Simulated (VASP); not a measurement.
A run of VASP 6.6.1 is set up as follows.

The input POSCAR:

```
Ca2C
1.0
    0.0400458291      3.1686262253      3.1686262253
    3.1686262253      0.0400458291      3.1686262253
    3.1686262253      3.1686262253      0.0400458291
C Ca
1 2
Direct
    0.0000000000      0.0000000000      0.0000000000
    0.2500000000      0.2500000000      0.2500000000
    0.7500000000      0.7500000000      0.7500000000
```

File INCAR.step1:

```
SYSTEM = Ca2C
PREC = Accurate
ENCUT = 520
ISMEAR = 0
SIGMA = 0.01
LREAL = .False.
LASPH = .True.
NELM = 80
NBANDS = 19
GGA = PE
ALGO = Normal
EDIFF = 1E-4
LWAVE = .True.
LCHARG = .False.
```

The input INCAR.step2:

```
SYSTEM = Ca2C
PREC = Accurate
ENCUT = 520
EDIFF = 1E-7
ISMEAR = 0
SIGMA = 0.01
LREAL = .False.
LASPH = .True.
NELM = 80
ALGO = Normal
ISIF = 2
LWAVE = .False.
LCHARG = .False.
METAGGA = R2SCAN
LMIXTAU = .True.
NBANDS = 19
ISTART = 1
```

The input KPOINTS:

```
regular mesh
0
Gamma
  8 8 8
  0 0 0
```

Potentials or basis: VASP PAW PBE potentials, release 64 (C, Ca_sv).

Run with:

```console
$ cat potpaw_PBE.64/C/POTCAR potpaw_PBE.64/Ca_sv/POTCAR > POTCAR
$ cp INCAR.step1 INCAR
$ mpirun -np 1 vasp_std > vasp.out
$ cp INCAR.step2 INCAR
$ mpirun -np 1 vasp_std > vasp.out
```

Task: Estimate the pressure.

Result: -0.7 GPa.

Task: Predict the largest force.

Result: 0.005 eV/Å.

Task: What does it give for the band gap on the k mesh?

Result: 0.40 eV.

Forces on the atoms (eV/Å):
```
C    0.000  0.000  0.000
Ca   0.003  0.003  0.003
Ca  -0.003 -0.003 -0.003
```

Caveat: the cell differs from its parent crystal (strain along [111] +1.9%); the PAW data sets were made with another functional, which shifts forces and pressure a little. A k mesh can miss the band edges.
